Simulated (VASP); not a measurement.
# In (Fd-3m) in VASP: notebook, part 2 of 2

VASP 6.6.1.

## (3) Single point, PBEsol (24.06 Å³/atom)

This run uses another cell than the first one, of 24.06 Å³/atom.

The input, INCAR:

```
PREC = Accurate
ENCUT = 520
EDIFF = 1E-6
ISMEAR = -1
SIGMA = 0.08
LREAL = F
LASPH = T
NELM = 60
ALGO = Normal
ISIF = 2
LWAVE = F
LCHARG = F
GGA = PS
NBANDS = 20
```

The input, KPOINTS:

```
regular mesh
0
Gamma
  10 10 10
```

The input, POSCAR:

```
In
1.0
    0.0000000000      2.8869885695      2.8869885695
    2.8869885695      0.0000000000      2.8869885695
    2.8869885695      2.8869885695      0.0000000000
In
2
Direct
   -0.1250000000     -0.1250000000     -0.1250000000
    0.1250000000      0.1250000000      0.1250000000
```

Potentials or basis: VASP PAW PBE potentials, release 64 (In_d).

Launch:

```bash
cat potpaw_PBE.64/In_d/POTCAR > POTCAR
mpirun -np 1 vasp_std > vasp.out
```

OUTCAR:

```text
PREC = Accurate
   ENCUT = 520
   EDIFF = 1E-6
   ISMEAR = -1
   LREAL = F
   LASPH = T
   NELM = 60
   ISIF = 2
   GGA = PS

 ion  position               nearest neighbor table
   1  0.875  0.875  0.875-   2 2.50   2 2.50   2 2.50   2 2.50
   2  0.125  0.125  0.125-   1 2.50   1 2.50   1 2.50   1 2.50

  LATTYP: Found a face centered cubic cell.
 ALAT       =     5.7739771390

  Lattice vectors:

 A1 = (   0.0000000000,   2.8869885695,   2.8869885695)
 A2 = (   2.8869885695,   0.0000000000,   2.8869885695)
 A3 = (   2.8869885695,   2.8869885695,   0.0000000000)

Analysis of symmetry for initial positions (statically):
=====================================================================
 Subroutine PRICEL returns:
 Original cell was already a primitive cell.

 Routine SETGRP: Setting up the symmetry group for a
 face centered cubic supercell.

 Subroutine GETGRP returns: Found 48 space group operations
 (whereof 12 operations were pure point group operations)
 out of a pool of 48 trial point group operations.

The static configuration has the point symmetry D_3d.
 The point group associated with its full space group is O_h .

Analysis of symmetry for dynamics (positions and initial velocities):
=====================================================================
 Subroutine PRICEL returns:
 Original cell was already a primitive cell.

 Routine SETGRP: Setting up the symmetry group for a
 face centered cubic supercell.

 Subroutine GETGRP returns: Found 48 space group operations
 (whereof 12 operations were pure point group operations)
 out of a pool of 48 trial point group operations.

The dynamic configuration has the point symmetry D_3d.
 The point group associated with its full space group is O_h .

 Subroutine INISYM returns: Found 48 space group operations
 (whereof 12 operations are pure point group operations),
 and found     1 'primitive' translations

----------------------------------------------------------------------------------------

                                     Primitive cell

  volume of cell :      48.1244

  direct lattice vectors                    reciprocal lattice vectors
     0.000000000  2.886988570  2.886988570    -0.173190849  0.173190849  0.173190849
     2.886988570  0.000000000  2.886988570     0.173190849 -0.173190849  0.173190849
     2.886988570  2.886988570  0.000000000     0.173190849  0.173190849 -0.173190849

  length of vectors
     4.082818389  4.082818389  4.082818389     0.299975349  0.299975349  0.299975349

  position of ions in fractional coordinates (direct lattice)
     0.875000000  0.875000000  0.875000000
     0.125000000  0.125000000  0.125000000

  ion indices of the primitive-cell ions
   primitive index   ion index
                 1           1
                 2           2

----------------------------------------------------------------------------------------

 KPOINTS: regular mesh

Automatic generation of k-mesh.
 Grid dimensions read from file:
 generate k-points for:   10   10   10

 Generating k-lattice:

  Cartesian coordinates                     Fractional coordinates (reciprocal lattice)
    -0.017319085  0.017319085  0.017319085     0.100000000  0.000000000  0.000000000
     0.017319085 -0.017319085  0.017319085     0.000000000  0.100000000  0.000000000
     0.017319085  0.017319085 -0.017319085     0.000000000  0.000000000  0.100000000

  Length of vectors
     0.029997535  0.029997535  0.029997535

  Shift w.r.t. Gamma in fractional coordinates (k-lattice)
     0.000000000  0.000000000  0.000000000

 Subroutine IBZKPT returns following result:
 ===========================================

 Found     47 irreducible k-points:

 Following reciprocal coordinates:
            Coordinates               Weight
  0.000000  0.000000  0.000000      1.000000
  0.100000  0.000000  0.000000      8.000000
  0.200000  0.000000  0.000000      8.000000
  0.300000  0.000000  0.000000      8.000000
  0.400000  0.000000  0.000000      8.000000
  0.500000  0.000000  0.000000      4.000000
[... 16 lines left out ...]
  0.300000  0.300000  0.000000      6.000000
  0.400000  0.300000  0.000000     24.000000
 [... further k-points ...]
   k-points           NKPTS =     47   k-points in BZ     NKDIM =     47   number of bands    NBANDS=     20
   number of dos      NEDOS =    301   number of ions     NIONS =      2
   total plane-waves  NPLWV =  27000
   dimension x,y,z NGX =    30 NGY =   30 NGZ =   30
   dimension x,y,z NGXF=    60 NGYF=   60 NGZF=   60
   ions per type =               2
   NGX,Y,Z   is equivalent  to a cutoff of  12.22, 12.22, 12.22 a.u.
   NGXF,Y,Z  is equivalent  to a cutoff of  24.43, 24.43, 24.43 a.u.
 SYSTEM =  unknown system
   PREC   = accura    normal or accurate (medium, high low for compatibility)
   ISTART =      0    job   : 0-new  1-cont  2-samecut
   ICHARG =      2    charge: 1-file 2-atom 10-const
   ISPIN  =      1    spin polarized calculation?
   LNONCOLLINEAR =      F non collinear calculations
   LSORBIT =      F    spin-orbit coupling
   LASPH  =      T    aspherical Exc in radial PAW
   ENCUT  =  520.0 eV  38.22 Ry    6.18 a.u.   7.59  7.59  7.59*2*pi/ulx,y,z
   NELM   =     60;   NELMIN=  2; NELMDL= -5     # of ELM steps
   EDIFF  = 0.1E-05   stopping-criterion for ELM
   LREAL  =      F    real-space projection
   EDIFFG = 0.1E-04   stopping-criterion for IOM
   NSW    =      0    number of steps for IOM
   IBRION =     -1    ionic relax: 0-MD 1-quasi-New 2-CG
   NFREE  =      0    steps in history (QN), initial steepest desc. (CG)
   ISIF   =      2    stress and relaxation
   ISYM   =      2    0-nonsym 1-usesym 2-fastsym
   POTIM  = 0.5000    time-step for ionic-motion
   TEBEG  =    0.0;   TEEND  =   0.0 temperature during run
   PSTRESS=    0.0 pullay stress
   NELECT =      26.0000    total number of electrons
   NUPDOWN=      -1.0000    fix difference up-down
   EMIN   =  10.00;   EMAX   =-10.00  energy-range for DOS
   EFERMI =   0.00;   METHOD = LEGACY
   ISMEAR =    -1;   SIGMA  =   0.08  broadening in eV -4-tet -1-fermi 0-gaus
   EFERMI_NEDOS =   21; number of points for ismear=-14 and -15
   IALGO  =     38    algorithm
   IMIX   =      4    mixing-type and parameters
     AMIX     =   0.40;   BMIX     =  1.00
     AMIX_MAG =   1.60;   BMIX_MAG =  1.00
  volume/ion in A,a.u.               =      24.06       162.38
  Fermi-wavevector in a.u.,A,eV,Ry     =   1.333350  2.519666 24.188746  1.777823
  Thomas-Fermi vector in A             =   2.462215
   LORBIT       =      0    0 simple, 1 ext, 2 COOP (PROOUT), +10 PAW based schemes
   GGA     = PS    functional components
   LHFCALC =     F    Hartree Fock is set to
   AEXX    =    0.0000 exact exchange contribution
   IVDW    =     0    specifies the selected vdW correction
   LEPSILON=     F    determine dielectric tensor
   LRPA    =     F    only Hartree local field effects (RPA)
 non-spin polarized calculation
  energy-cutoff  :      520.00
  volume of cell :       48.12
 maximum number of plane-waves:      1310
   NGX = 15   NGY = 15   NGZ = 15

 number of electron      25.9999991 magnetization

 Free energy of the ion-electron system (eV)
  ---------------------------------------------------
  ext. energy  EPLUGINS =         0.00000000
  ---------------------------------------------------
  free energy    TOTEN  =        -3.80668439 eV

  energy without entropy =       -3.78821525  energy(sigma->0) =       -3.79744982

 E-fermi :   7.7698     XC(G=0): -10.5438

 val. band max:        7.6867177082   @ k =   0.4000   0.2000   0.0000
 cond. band min:       7.9147479614   @ k =   0.3000   0.3000   0.0000
 fundamental gap:      0.2280302533
 Fermi energy:         7.7698201559

 k-point     1 :       0.0000    0.0000    0.0000
  band No.  band energies     occupation
      1      -7.6593      2.00000
      2      -7.6593      2.00000
      3      -7.6593      2.00000
      4      -7.5397      2.00000
      5      -7.5397      2.00000
      6      -6.4662      2.00000
[... 12 lines left out ...]
     19      15.1558      0.00000
     20      18.0668      0.00000
[... 507 lines left out ...]
 k-point    24 :       0.4000    0.3000    0.0000
  band No.  band energies     occupation
      1      -7.8219      2.00000
      2      -7.7700      2.00000
      3      -7.6622      2.00000
      4      -7.1812      2.00000
      5      -7.1710      2.00000
      6      -6.9568      2.00000
[... 12 lines left out ...]
     19      20.8655      0.00000
     20      21.4034      0.00000

 [... further k-points ...]

------------------------ aborting loop because EDIFF is reached ----------------------------------------

  FORCE on cell =-STRESS in cart. coord.  units (eV):
  Direction    XX          YY          ZZ          XY          YZ          ZX
  --------------------------------------------------------------------------------------
  -------------------------------------------------------------------------------------
  Total        8.6443023      8.6443023      8.6443023      0.0000000      0.0000000      0.0000000
  in kB      287.7897620    287.7897620    287.7897620      0.0000000      0.0000000      0.0000000
  external PRESSURE =     287.7897620 kB  Pullay stress =       0.0000000 kB

 VOLUME and BASIS-vectors are now :
 -----------------------------------------------------------------------------
  energy-cutoff  :      520.00
  volume of cell :       48.12
      direct lattice vectors                 reciprocal lattice vectors
     0.000000000  2.886988570  2.886988570    -0.173190849  0.173190849  0.173190849
     2.886988570  0.000000000  2.886988570     0.173190849 -0.173190849  0.173190849
     2.886988570  2.886988570  0.000000000     0.173190849  0.173190849 -0.173190849

 POSITION                                       TOTAL-FORCE (eV/Angst)
 -----------------------------------------------------------------------------------
      5.05223      5.05223      5.05223         0.000000      0.000000      0.000000
      0.72175      0.72175      0.72175        -0.000000     -0.000000     -0.000000
 -----------------------------------------------------------------------------------
    total drift:                               -0.000000      0.000000      0.000000

  FREE ENERGIE OF THE ION-ELECTRON SYSTEM (eV)
  ---------------------------------------------------
  free  energy   TOTEN  =        -3.8066843921 eV

  energy  without entropy=       -3.7882152511  energy(sigma->0) =       -3.79744982
```

OSZICAR:

```text
N       E                     dE             d eps       ncg     rms          rms(c)
DAV:   1     0.219176364050E+03    0.21918E+03   -0.13050E+04  1880   0.188E+03
DAV:   2     0.132206581703E+02   -0.20596E+03   -0.20210E+03  1888   0.390E+02
DAV:   3    -0.345922932836E+01   -0.16680E+02   -0.16600E+02  2128   0.127E+02
DAV:   4    -0.396165734722E+01   -0.50243E+00   -0.50219E+00  2232   0.237E+01
DAV:   5    -0.398960603299E+01   -0.27949E-01   -0.27947E-01  2808   0.475E+00    0.729E+00
DAV:   6    -0.385089389297E+01    0.13871E+00   -0.17668E-01  2616   0.812E+00    0.317E+00
DAV:   7    -0.381088086851E+01    0.40013E-01   -0.51520E-02  2624   0.392E+00    0.650E-01
DAV:   8    -0.380665900663E+01    0.42219E-02   -0.56231E-03  2336   0.821E-01    0.532E-02
DAV:   9    -0.380668686472E+01   -0.27858E-04   -0.22098E-04  2868   0.141E-01    0.460E-02
DAV:  10    -0.380668772696E+01   -0.86224E-06   -0.12672E-05  2640   0.334E-02    0.722E-03
DAV:  11    -0.380668482765E+01    0.28993E-05   -0.46176E-07  1504   0.732E-03    0.312E-03
DAV:  12    -0.380668439207E+01    0.43558E-06   -0.22262E-07  1272   0.655E-03
   1 F= -.38066844E+01 E0= -.37974498E+01  d E =-.184691E-01
```

Run time: 67 s. Hardware: 1 thread of AMD EPYC 7R13, shared host; peak memory 0.16 GiB.

What came out:

```
Free energy            : -3.8067 eV
Pressure               : 28.8 GPa
Band gap on the k mesh : zero (bands 13 and 14 overlap by 5.85 eV)
```

Levels at points of the mesh, in eV from the Fermi level:
| k point | band 11 | band 12 | band 13 | band 14 | band 15 | band 16 |
| --- | --- | --- | --- | --- | --- | --- |
| (0.00, 0.00, 0.00) | -10.31 | 3.94 | 3.94 | 3.94 | 5.33 | 5.33 |
| (0.50, 0.00, 0.00) | -7.32 | -5.23 | 1.68 | 1.68 | 4.74 | 6.28 |
| (0.50, 0.50, 0.00) | -5.49 | -5.49 | -0.81 | -0.81 | 3.12 | 3.12 |

Caveat: the cell stands under pressure; the PAW data sets were made with another functional, which shifts forces and pressure a little; spin-orbit coupling is left out, which moves the levels of the heavy elements.
